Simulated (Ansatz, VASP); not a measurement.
**PbO in VASP and in Ansatz**

```
Pb O
1.0
     3.97440    0.00000    0.00000
     0.00000    3.97440    0.00000
     0.00000    0.00000    5.07222
Pb O
2 2
Direct
  0.00000 0.50000 0.23510
  0.50000 0.00000 0.76490
  0.00000 0.00000 0.00000
  0.50000 0.50000 0.00000
```

Change from the starting cell: zz strain of +1 %.

Alike in both runs: task single point; functional LDA; k mesh 7 × 7 × 6; occupations fermi-dirac, width 0.03 eV; no spin polarisation.

```csv
,VASP,Ansatz
version,VASP 6.6.1,Ansatz 0.2.0
potentials or method,"VASP PAW LDA potentials, release 64 (Pb_d, O), cutoff 520 eV","all-electron LAPW, scalar-relativistic"
```

```tsv
	VASP	Ansatz	Ansatz less VASP
gap on the k mesh at the Fermi level (eV)	1.44	1.46	+0.021
pressure (GPa)	-2.3	-2.5	-0.18
traceless stress, the component that is largest in VASP (GPa)	0.10	0.09	-0.008
rms of the force components (eV/Å)	0.111	0.138	+0.0270
```

LDA's correlation is that of Perdew and Zunger in VASP and of Perdew and Wang (1992) in Ansatz. Atom by atom the forces differ by 0.027 eV/Å (rms over components). Ansatz ran all-electron here, and VASP with PAW potentials.

Spin-orbit coupling is off throughout.
